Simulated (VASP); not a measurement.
# V: electric field gradients with PBEsol

Crystal: V.

```
V
1.0
    -1.52302    1.52302    1.52302
     1.52302   -1.52302    1.52302
     1.52302    1.52302   -1.52302
V
1
Direct
  0.00000 0.00000 0.00000
```

- Program: VASP 6.6.1
- Task: electric field gradients
- Functional: PBEsol
- Potentials or basis: VASP PAW PBE potentials, release 64 (V_sv)
- Cutoff: 520 eV
- k mesh: 19 × 19 × 19
- Occupations: fermi-dirac, width 0.03 eV
- Spin: collinear spin, ferromagnetic start
- Starting moments: [1.5] μB
- Dipole correction: no
- Further INCAR settings: ALGO = Normal; EDIFF = 1e-08; NBANDS = 16

The pressure is -14.5 GPa. The net moment is 0.00 μB per cell. The largest electric field gradient by atom is under 0.05 V/Å² on every atom and the valence electrons inside the program's atomic spheres are V 11.58.

Levels at points of the mesh, in eV from the Fermi level:
Spin up:
```
           k point  band 3  band 4  band 5  band 6  band 7  band 8  band 9  band 10
(0.00, 0.00, 0.00)  -37.00  -37.00   -6.48    0.41    0.41    0.41    2.29     2.29
```
Spin down:
```
           k point  band 3  band 4  band 5  band 6  band 7  band 8  band 9  band 10
(0.00, 0.00, 0.00)  -37.00  -37.00   -6.48    0.41    0.41    0.41    2.29     2.29
```

Run time: 43 s on 1 thread of Intel(R) Xeon(R) 6975P-C (Granite Rapids), on a shared host, peak memory 0.18 GiB.

Caveat: the cell stands under tension; the moments typed at the start vanished in this run; the PAW data sets were made with another functional, which shifts forces and pressure a little.
